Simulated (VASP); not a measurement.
Here is a VASP 6.6.1 calculation.

POSCAR

```
Ag
1.0
    2.8835329014      0.0000000000      0.0000000000
   -1.4417664507      2.4972127452      0.0000000000
    0.0000000000      0.0000000000      4.7249533970
Ag
2
Direct
    0.3333333333      0.6666666667      0.2500000000
    0.6666666667      0.3333333333      0.7500000000
```

Contents of INCAR.step1:

```
PREC     = Accurate       # precision mode
ENCUT    = 520            # plane-wave cutoff, eV
ISMEAR   = -1             # smearing method
SIGMA    = 0.1            # smearing width, eV
LREAL    = F              # projectors in reciprocal space
LASPH    = T              # aspherical terms in the spheres
NELM     = 60             # most SCF steps
NBANDS   = 18             # bands
GGA      = PE             # functional
ALGO     = Normal         # electronic algorithm
EDIFF    = 1E-4           # SCF threshold, eV
LWAVE    = T              # write WAVECAR
LCHARG   = F              # write CHGCAR
```

The input INCAR.step2:

```
PREC     = Accurate       # precision mode
ENCUT    = 520            # plane-wave cutoff, eV
EDIFF    = 1E-6           # SCF threshold, eV
ISMEAR   = -1             # smearing method
SIGMA    = 0.1            # smearing width, eV
LREAL    = F              # projectors in reciprocal space
LASPH    = T              # aspherical terms in the spheres
NELM     = 60             # most SCF steps
ALGO     = Normal         # electronic algorithm
ISIF     = 2              # what is computed and relaxed
LWAVE    = F              # write WAVECAR
LCHARG   = F              # write CHGCAR
METAGGA  = R2SCAN         # meta-GGA
LMIXTAU  = T            
NBANDS   = 18             # bands
ISTART   = 1
```

File KPOINTS:

```
Automatic mesh
0
Gamma
  18 18 10
```

Potentials or basis: VASP PAW PBE potentials, release 64 (Ag).

The run is started by

```sh
$ cat potpaw_PBE.64/Ag/POTCAR > POTCAR
$ cp INCAR.step1 INCAR
$ mpirun -np 1 vasp_std > vasp.out
$ cp INCAR.step2 INCAR
$ mpirun -np 1 vasp_std > vasp.out
```

Problem. Estimate the pressure.

Solution. 2.2 GPa.

Problem. What does it give for the band gap on the k mesh?

Solution. Zero (band 11 reaches 12.74 eV, above the bottom of band 12 at 4.72 eV).

Caveat: the PAW data sets were made with another functional, which shifts forces and pressure a little.
